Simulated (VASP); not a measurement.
# Bi (Fm-3m) in VASP: notebook

Runs on Bi. Level: LDA. Tasks: single point.

Program: VASP 6.6.1. These are calculated values, not measurements. Logs are shortened: lines on timing, memory, paths and dates and some standing lists are left out, and cuts for length are marked.

### 1 The cell of the first run

It takes space group Fm-3m (No. 225, cubic). Conventional cell: a = 4.358 Å, b = 4.358 Å, c = 4.358 Å, α = 90.00°, β = 90.00°, γ = 90.00°. Bi (site symmetry m-3m) has 12 Bi at 3.08 Å within 4.1 Å.

### 2 Single point, LDA (volume scaled by 0.7)

INCAR

```
SYSTEM = Bi
PREC     = Accurate       ! precision mode
ENCUT    = 520            ! plane-wave cutoff, eV
EDIFF    = 1E-7           ! SCF threshold, eV
ISMEAR   = -1             ! smearing method
SIGMA    = 0.1            ! smearing width, eV
LREAL    = .False.        ! projectors in reciprocal space
LASPH    = .True.         ! aspherical terms in the spheres
NELM     = 80             ! most SCF steps
ALGO     = Normal         ! electronic algorithm
ISIF     = 2              ! what is computed and relaxed
LWAVE    = .False.        ! write WAVECAR
LCHARG   = .False.        ! write CHGCAR
GGA      = CA             ! functional
NBANDS   = 14             ! bands
```

KPOINTS

```
regular mesh
0
Gamma
  14 14 14
  0 0 0
```

POSCAR

```
Bi
1.0
    0.0000000000      2.1787984333      2.1787984333
    2.1787984333      0.0000000000      2.1787984333
    2.1787984333      2.1787984333      0.0000000000
Bi
1
Direct
    0.0000000000      0.0000000000      0.0000000000
```

Potentials or basis: VASP PAW LDA potentials, release 64 (Bi_d).

The run is started by

```sh
> cat potpaw_LDA.64/Bi_d/POTCAR > POTCAR
> mpirun -np 1 vasp_std > vasp.out
```

OUTCAR:

```text
SYSTEM = Bi
   PREC = Accurate
   ENCUT = 520
   EDIFF = 1E-7
   ISMEAR = -1
   LREAL = .False.
   LASPH = .True.
   NELM = 80
   ISIF = 2
   GGA = CA

 ion  position               nearest neighbor table
   1  0.000  0.000  0.000-

  LATTYP: Found a face centered cubic cell.
 ALAT       =     4.3575968666

  Lattice vectors:

 A1 = (   0.0000000000,   2.1787984333,   2.1787984333)
 A2 = (   2.1787984333,   0.0000000000,   2.1787984333)
 A3 = (   2.1787984333,   2.1787984333,   0.0000000000)

Analysis of symmetry for initial positions (statically):
=====================================================================
 Subroutine PRICEL returns:
 Original cell was already a primitive cell.

 Routine SETGRP: Setting up the symmetry group for a
 face centered cubic supercell.

 Subroutine GETGRP returns: Found 48 space group operations
 (whereof 48 operations were pure point group operations)
 out of a pool of 48 trial point group operations.

The static configuration has the point symmetry O_h .

Analysis of symmetry for dynamics (positions and initial velocities):
=====================================================================
 Subroutine PRICEL returns:
 Original cell was already a primitive cell.

 Routine SETGRP: Setting up the symmetry group for a
 face centered cubic supercell.

 Subroutine GETGRP returns: Found 48 space group operations
 (whereof 48 operations were pure point group operations)
 out of a pool of 48 trial point group operations.

The dynamic configuration has the point symmetry O_h .

 Subroutine INISYM returns: Found 48 space group operations
 (whereof 48 operations are pure point group operations),
 and found     1 'primitive' translations

----------------------------------------------------------------------------------------

                                     Primitive cell

  volume of cell :      20.6862

  direct lattice vectors                    reciprocal lattice vectors
     0.000000000  2.178798433  2.178798433    -0.229484285  0.229484285  0.229484285
     2.178798433  0.000000000  2.178798433     0.229484285 -0.229484285  0.229484285
     2.178798433  2.178798433  0.000000000     0.229484285  0.229484285 -0.229484285

  length of vectors
     3.081286294  3.081286294  3.081286294     0.397478441  0.397478441  0.397478441

  position of ions in fractional coordinates (direct lattice)
     0.000000000  0.000000000  0.000000000

  ion indices of the primitive-cell ions
   primitive index   ion index
                 1           1

----------------------------------------------------------------------------------------

 KPOINTS: regular mesh

Automatic generation of k-mesh.
 Grid dimensions read from file:
 generate k-points for:   14   14   14

 Generating k-lattice:

  Cartesian coordinates                     Fractional coordinates (reciprocal lattice)
    -0.016391735  0.016391735  0.016391735     0.071428571  0.000000000  0.000000000
     0.016391735 -0.016391735  0.016391735     0.000000000  0.071428571  0.000000000
     0.016391735  0.016391735 -0.016391735     0.000000000  0.000000000  0.071428571

  Length of vectors
     0.028391317  0.028391317  0.028391317

  Shift w.r.t. Gamma in fractional coordinates (k-lattice)
     0.000000000  0.000000000  0.000000000

 Subroutine IBZKPT returns following result:
 ===========================================

 Found    104 irreducible k-points:

 Following reciprocal coordinates:
            Coordinates               Weight
  0.000000  0.000000  0.000000      1.000000
  0.071429  0.000000  0.000000      8.000000
  0.142857  0.000000  0.000000      8.000000
  0.214286  0.000000  0.000000      8.000000
  0.285714  0.000000  0.000000      8.000000
  0.357143  0.000000  0.000000      8.000000
[... 16 lines left out ...]
  0.214286  0.142857  0.000000     24.000000
  0.285714  0.142857  0.000000     24.000000
 [... further k-points ...]
   k-points           NKPTS =    104   k-points in BZ     NKDIM =    104   number of bands    NBANDS=     14
   number of dos      NEDOS =    301   number of ions     NIONS =      1
   total plane-waves  NPLWV =  13824
   dimension x,y,z NGX =    24 NGY =   24 NGZ =   24
   dimension x,y,z NGXF=    48 NGYF=   48 NGZF=   48
   ions per type =               1
   NGX,Y,Z   is equivalent  to a cutoff of  12.95, 12.95, 12.95 a.u.
   NGXF,Y,Z  is equivalent  to a cutoff of  25.90, 25.90, 25.90 a.u.
 SYSTEM =  Bi
   PREC   = accura    normal or accurate (medium, high low for compatibility)
   ISTART =      0    job   : 0-new  1-cont  2-samecut
   ICHARG =      2    charge: 1-file 2-atom 10-const
   ISPIN  =      1    spin polarized calculation?
   LNONCOLLINEAR =      F non collinear calculations
   LSORBIT =      F    spin-orbit coupling
   LASPH  =      T    aspherical Exc in radial PAW
   ENCUT  =  520.0 eV  38.22 Ry    6.18 a.u.   5.73  5.73  5.73*2*pi/ulx,y,z
   NELM   =     80;   NELMIN=  2; NELMDL= -5     # of ELM steps
   EDIFF  = 0.1E-06   stopping-criterion for ELM
   LREAL  =      F    real-space projection
   EDIFFG = 0.1E-05   stopping-criterion for IOM
   NSW    =      0    number of steps for IOM
   IBRION =     -1    ionic relax: 0-MD 1-quasi-New 2-CG
   NFREE  =      0    steps in history (QN), initial steepest desc. (CG)
   ISIF   =      2    stress and relaxation
   ISYM   =      2    0-nonsym 1-usesym 2-fastsym
   POTIM  = 0.5000    time-step for ionic-motion
   TEBEG  =    0.0;   TEEND  =   0.0 temperature during run
   PSTRESS=    0.0 pullay stress
   NELECT =      15.0000    total number of electrons
   NUPDOWN=      -1.0000    fix difference up-down
   EMIN   =  10.00;   EMAX   =-10.00  energy-range for DOS
   EFERMI =   0.00;   METHOD = LEGACY
   ISMEAR =    -1;   SIGMA  =   0.10  broadening in eV -4-tet -1-fermi 0-gaus
   EFERMI_NEDOS =   21; number of points for ismear=-14 and -15
   IALGO  =     38    algorithm
   IMIX   =      4    mixing-type and parameters
     AMIX     =   0.40;   BMIX     =  1.00
     AMIX_MAG =   1.60;   BMIX_MAG =  1.00
  volume/ion in A,a.u.               =      20.69       139.60
  Fermi-wavevector in a.u.,A,eV,Ry     =   1.470770  2.779353 29.431652  2.163165
  Thomas-Fermi vector in A             =   2.585987
   LORBIT       =      0    0 simple, 1 ext, 2 COOP (PROOUT), +10 PAW based schemes
   GGA     = CA    functional components
   LHFCALC =     F    Hartree Fock is set to
   AEXX    =    0.0000 exact exchange contribution
   IVDW    =     0    specifies the selected vdW correction
   LEPSILON=     F    determine dielectric tensor
   LRPA    =     F    only Hartree local field effects (RPA)
 non-spin polarized calculation
  energy-cutoff  :      520.00
  volume of cell :       20.69
 maximum number of plane-waves:       568
   NGX = 11   NGY = 11   NGZ = 11

 number of electron      14.9999994 magnetization

 Free energy of the ion-electron system (eV)
  ---------------------------------------------------
  ext. energy  EPLUGINS =         0.00000000
  ---------------------------------------------------
  free energy    TOTEN  =        -3.39497706 eV

  energy without entropy =       -3.37668798  energy(sigma->0) =       -3.38583252

 E-fermi :  14.0623     XC(G=0): -12.6216

 val. band max:       14.0134319270   @ k =   0.4286   0.3571   0.0000
 cond. band min:      14.1078968720   @ k =   0.5000   0.2143   0.0000
 fundamental gap:      0.0944649450
 Fermi energy:        14.0622952392

 k-point     1 :       0.0000    0.0000    0.0000
  band No.  band energies     occupation
      1      -9.6826      2.00000
      2      -9.6826      2.00000
      3      -9.6826      2.00000
      4      -9.4015      2.00000
      5      -9.4015      2.00000
      6      -3.3535      2.00000
      7      21.9567      0.00000
      8      21.9567      0.00000
      9      21.9567      0.00000
     10      22.3758      0.00000
     11      27.5175      0.00000
     12      27.5175      0.00000
     13      27.5175      0.00000
     14      28.1104      0.00000

 k-point     2 :       0.0714    0.0000    0.0000
  band No.  band energies     occupation
      1      -9.6836      2.00000
      2      -9.6684      2.00000
      3      -9.6684      2.00000
      4      -9.4028      2.00000
      5      -9.4028      2.00000
      6      -3.2164      2.00000
      7      20.3618      0.00000
      8      21.8021      0.00000
      9      21.8021      0.00000
     10      22.3660      0.00000
     11      27.6856      0.00000
     12      27.7245      0.00000
     13      27.7245      0.00000
     14      28.9800      0.00000

 k-point     3 :       0.1429    0.0000    0.0000
  band No.  band energies     occupation
      1      -9.6884      2.00000
      2      -9.6358      2.00000
      3      -9.6358      2.00000
      4      -9.3988      2.00000
      5      -9.3988      2.00000
      6      -2.8022      2.00000
      7      17.4726      0.00000
      8      21.3922      0.00000
      9      21.3922      0.00000
     10      22.4187      0.00000
     11      27.0477      0.00000
     12      27.8865      0.00000
     13      27.8865      0.00000
     14      28.7034      0.00000
[... 324 lines left out ...]
 k-point    23 :       0.2143    0.1429    0.0000
  band No.  band energies     occupation
      1      -9.7636      2.00000
      2      -9.5450      2.00000
      3      -9.5328      2.00000
      4      -9.4836      2.00000
      5      -9.3279      2.00000
      6      -2.1108      2.00000
      7      16.6534      0.00000
      8      18.6566      0.00000
      9      19.4865      0.00000
     10      21.9331      0.00000
     11      23.1650      0.00000
     12      29.1388      0.00000
     13      29.5709      0.00000
     14      30.0663      0.00000

 k-point    24 :       0.2857    0.1429    0.0000
  band No.  band energies     occupation
      1      -9.7669      2.00000
      2      -9.5684      2.00000
      3      -9.5158      2.00000
      4      -9.4377      2.00000
      5      -9.2718      2.00000
      6      -1.3214      2.00000
      7      13.7950      1.87087
      8      18.0616      0.00000
      9      18.8161      0.00000
     10      21.6662      0.00000
     11      23.9882      0.00000
     12      28.8305      0.00000
     13      29.2492      0.00000
     14      29.5670      0.00000

 [... further k-points ...]

------------------------ aborting loop because EDIFF is reached ----------------------------------------

  FORCE on cell =-STRESS in cart. coord.  units (eV):
  Direction    XX          YY          ZZ          XY          YZ          ZX
  --------------------------------------------------------------------------------------
  -------------------------------------------------------------------------------------
  Total        6.6211465      6.6211465      6.6211465      0.0000000     -0.0000000      0.0000000
  in kB      512.8172421    512.8172421    512.8172421      0.0000000     -0.0000000      0.0000000
  external PRESSURE =     512.8172421 kB  Pullay stress =       0.0000000 kB

 VOLUME and BASIS-vectors are now :
 -----------------------------------------------------------------------------
  energy-cutoff  :      520.00
  volume of cell :       20.69
      direct lattice vectors                 reciprocal lattice vectors
     0.000000000  2.178798433  2.178798433    -0.229484285  0.229484285  0.229484285
     2.178798433  0.000000000  2.178798433     0.229484285 -0.229484285  0.229484285
     2.178798433  2.178798433  0.000000000     0.229484285  0.229484285 -0.229484285

 POSITION                                       TOTAL-FORCE (eV/Angst)
 -----------------------------------------------------------------------------------
      0.00000      0.00000      0.00000        -0.000000      0.000000     -0.000000
 -----------------------------------------------------------------------------------
    total drift:                               -0.000000      0.000000      0.000000

  FREE ENERGIE OF THE ION-ELECTRON SYSTEM (eV)
  ---------------------------------------------------
  free  energy   TOTEN  =        -3.3949770591 eV

  energy  without entropy=       -3.3766879780  energy(sigma->0) =       -3.38583252
```

It took 12 s on 1 thread of Intel Xeon Platinum 8488C (Sapphire Rapids), shared host; peak memory 0.14 GiB.

What came out:

```yaml
Free_energy: -3.3950 eV
Pressure: 51.3 GPa
```

Levels at points of the mesh, in eV from the Fermi level:
```
           k point  band 5  band 6  band 7  band 8  band 9  band 10
(0.00, 0.00, 0.00)  -23.46  -17.42    7.89    7.89    7.89     8.31
(0.50, 0.00, 0.00)  -23.21  -11.78   -8.31    5.21    5.21     7.91
(0.50, 0.50, 0.00)  -23.15   -9.51   -7.05    0.14    0.14     4.76
```

Caveat: spin-orbit coupling is left out, which moves the levels of the heavy elements.

### 3 Single point, LDA (volume scaled by 0.8)

INCAR

```
SYSTEM = Bi
ALGO = Normal
EDIFF = 1E-7
ENCUT = 520
GGA = CA
ISIF = 2
ISMEAR = -1
LASPH = .TRUE.
LCHARG = .FALSE.
LREAL = .FALSE.
LWAVE = .FALSE.
NBANDS = 14
NELM = 60
PREC = Accurate
SIGMA = 0.1
```

KPOINTS

```
k-points
0
G
  14 14 14
  0 0 0
```

POSCAR

```
Bi
1.0
    0.0000000000      2.2779684423      2.2779684423
    2.2779684423      0.0000000000      2.2779684423
    2.2779684423      2.2779684423      0.0000000000
Bi
1
Direct
    0.0000000000      0.0000000000      0.0000000000
```

Potentials or basis: VASP PAW LDA potentials, release 64 (Bi_d).

The run is started by

```sh
> cat potpaw_LDA.64/Bi_d/POTCAR > POTCAR
> mpirun -np 1 vasp_std > vasp.out
```

Wall time 12 s (1 thread of Intel Xeon Platinum 8488C (Sapphire Rapids), shared host); peak memory 0.14 GiB.

It converged, with:

```yaml
Free_energy: -4.0582 eV
Pressure: 23.3 GPa
```

Levels at points of the mesh, in eV from the Fermi level:
```csv
k point,band 5,band 6,band 7,band 8,band 9,band 10
"(0.00, 0.00, 0.00)",-23.25,-15.98,6.85,6.85,6.85,8.69
"(0.50, 0.00, 0.00)",-23.08,-11.42,-7.22,4.53,4.53,8.25
"(0.50, 0.50, 0.00)",-23.04,-9.59,-6.13,0.22,0.22,4.43
```

Caveat: spin-orbit coupling is left out, which moves the levels of the heavy elements.

### 4 Single point, LDA (volume scaled by 0.9)

INCAR

```
SYSTEM = Bi
  PREC = Accurate
  ENCUT = 520
  EDIFF = 1E-6
  ISMEAR = -1
  SIGMA = 0.1
  LREAL = .FALSE.
  LASPH = .TRUE.
  NELM = 60
  ALGO = Normal
  ISIF = 2
  LWAVE = .FALSE.
  LCHARG = .FALSE.
  NBANDS = 14
```

KPOINTS

```
Automatic mesh
0
G
  14 14 14
  0 0 0
```

POSCAR

```
Bi
1.0
    0.0000000000      2.3691826531      2.3691826531
    2.3691826531      0.0000000000      2.3691826531
    2.3691826531      2.3691826531      0.0000000000
Bi
1
Direct
    0.0000000000      0.0000000000      0.0000000000
```

The run is started by

```sh
> cat potpaw_LDA.64/Bi_d/POTCAR > POTCAR
> mpirun -np 1 vasp_std > vasp.out
```

Wall time 25 s (1 thread of Intel Xeon Platinum 8488C (Sapphire Rapids), shared host); peak memory 0.16 GiB.

It converged, with:

```yaml
Free_energy: -4.3393 eV
Pressure: 8.5 GPa
```

Levels at points of the mesh, in eV from the Fermi level:
```csv
k point,band 3,band 4,band 5,band 6,band 7,band 8,band 9,band 10,band 11,band 12
"(0.00, 0.00, 0.00)",-23.24,-23.11,-23.11,-14.88,5.95,5.95,5.95,8.92,10.86,11.69
"(0.50, 0.00, 0.00)",-23.22,-22.99,-22.99,-11.13,-6.35,3.97,3.97,8.46,8.52,10.40
"(0.50, 0.50, 0.00)",-23.00,-22.96,-22.96,-9.64,-5.39,0.27,0.27,4.24,5.45,17.51
```

Caveat: spin-orbit coupling is left out, which moves the levels of the heavy elements.

### 5 The runs side by side

```tsv
cell	gap on the mesh (eV)	pressure (GPa)
a = 3.081 Å, angles 60.0°, 1 atom	none	51.3
a = 3.222 Å, angles 60.0°, 1 atom	none	23.3
a = 3.351 Å, angles 60.0°, 1 atom	none	8.5
```

Alike in all rows: task single point; level LDA; potentials or basis VASP PAW LDA potentials, release 64 (Bi_d); no spin polarisation; k mesh 14 × 14 × 14; cutoff (eV) 520; smearing fermi-dirac 0.1 eV.

Caveats: spin-orbit coupling is left out, which moves the levels of the heavy elements.

Absolute energies hang on the potentials; compare differences alone.
